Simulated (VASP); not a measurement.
Bi: relaxation of cell and atoms with PBEsol

Bi:

```xyz
1
Lattice="-2.0600 2.0600 2.0600 2.0600 -2.0600 2.0600 2.0600 2.0600 -2.0600" Properties=species:S:1:pos:R:3 pbc="T T T"
Bi    0.0000    0.0000    0.0000
```

This isn't the form of Bi at room conditions, which is rhombohedral.

| Property | Result |
| --- | --- |
| Program | VASP 6.6.1 |
| Task | relaxation of cell and atoms |
| Functional | PBEsol |
| Potentials or basis | VASP PAW PBE potentials, release 64 (Bi_d) |
| Cutoff | 500 eV |
| k mesh | 9 × 9 × 9 |
| Occupations | fermi-dirac, width 0.1 eV |
| Spin | no spin polarisation |
| Target pressure | 30 GPa |
| Dipole correction | no |
| Further INCAR settings | ALGO = Normal; EDIFF = 1e-07; IBRION = 2; EDIFFG = -0.03; NSW = 60; ISIF = 3 |

The relaxed volume is 22.95 Å³/atom and the relaxed cell is a = 3.101 Å, b = 3.101 Å, c = 3.101 Å, α = 109.47°, β = 109.47°, γ = 109.47°. The space group after relaxing (to 0.1 Å) is Im-3m (No. 229). The energy change on relaxing (the run minimises the enthalpy) is +392.6 meV/atom, the ionic steps are 10 and the pressure after relaxing is 30.0 GPa. The band gap on the k mesh is zero (an odd number of electrons rules out a gap without spin polarisation).

The path:
| step | energy change (eV) | largest force (eV/Å) | pressure (GPa) | volume (Å³) |
| --- | --- | --- | --- | --- |
| 1 | 0.0000 | 0.0000 | -6.45 | 34.97 |
| 2 | 32.5936 | 0.0000 | 1572.43 | 8.18 |
| 3 | -0.1041 | 0.0000 | -2.42 | 31.40 |
| 4 | -0.1082 | 0.0000 | 2.32 | 28.93 |
| 5 | 0.7575 | 0.0000 | 45.25 | 21.37 |
| 6 | 0.3119 | 0.0000 | 26.43 | 23.40 |
| 7 | 0.3861 | 0.0000 | 29.71 | 22.98 |
| 8 | 0.4255 | 0.0000 | 31.42 | 22.77 |
| 9 | 0.3196 | 0.0000 | 26.78 | 23.36 |
| 10 | 0.3926 | 0.0000 | 29.99 | 22.95 |

Final structure:
```
Bi
1.0
    -1.79011    1.79011    1.79011
     1.79011   -1.79011    1.79011
     1.79011    1.79011   -1.79011
Bi
1
Direct
  0.00000 0.00000 0.00000
```

Levels at points of the mesh, in eV from the Fermi level:
```
           k point  band 5  band 6  band 7  band 8  band 9  band 10
(0.00, 0.00, 0.00)  -23.21  -16.31    7.55    7.55    7.55    10.18
```

Run time: 86 s on 1 thread of Intel(R) Xeon(R) Platinum 8488C (Sapphire Rapids) (shared host), peak memory 0.18 GiB.

Caveat: the cell is relaxed towards a set pressure, so the run minimises the enthalpy, not the energy; the volume moved by over 15 % at a fixed basis, so the end points are rough; the PAW data sets were made with another functional, which shifts forces and pressure a little; spin-orbit coupling is left out, which moves the levels of the heavy elements.
